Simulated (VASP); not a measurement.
A run of VASP 6.6.1 is set up as follows.

The input POSCAR:

```
Y2AsN
1.0
    3.8346828571      0.0000000000      0.0000000000
    0.0000000000      3.8346828571      0.0000000000
    0.0000000000      0.0000000000      5.4480788488
N Y As
1 2 1
Direct
    0.0000000000      0.0000000000      0.0000000000
    0.0000000000      0.0000000000      0.5000000000
    0.5000000000      0.5000000000      0.0000000000
    0.5000000000      0.5000000000      0.5000000000
```

Contents of INCAR.step1:

```
PREC = Accurate
ENCUT = 520
ISMEAR = -1
SIGMA = 0.02
LREAL = False
LASPH = True
NELM = 100
NBANDS = 24
GGA = PE
ALGO = Normal
EDIFF = 1E-4
LWAVE = True
LCHARG = False
```

Contents of INCAR.step2:

```
PREC = Accurate
ENCUT = 520
EDIFF = 1E-7
ISMEAR = -1
SIGMA = 0.02
LREAL = False
LASPH = True
NELM = 100
ALGO = Normal
ISIF = 2
LWAVE = False
LCHARG = False
METAGGA = R2SCAN
LMIXTAU = True
NBANDS = 24
ISTART = 1
```

File KPOINTS:

```
regular mesh
0
Gamma
  6 6 4
```

Potentials or basis: VASP PAW PBE potentials, release 64 (N, Y_sv, As).

Command:

```bash
$ cat potpaw_PBE.64/N/POTCAR potpaw_PBE.64/Y_sv/POTCAR potpaw_PBE.64/As/POTCAR > POTCAR
$ cp INCAR.step1 INCAR
$ mpirun -np 1 vasp_std > vasp.out
$ cp INCAR.step2 INCAR
$ mpirun -np 1 vasp_std > vasp.out
```

(1) What does it give for the band gap on the k mesh?

(2) What does it give for the pressure?

Answers

(1) zero (band 16 reaches 4.21 eV, above the bottom of band 17 at 3.87 eV).

(2) 0.0 GPa.

Caveat: the PAW data sets were made with another functional, which shifts forces and pressure a little.
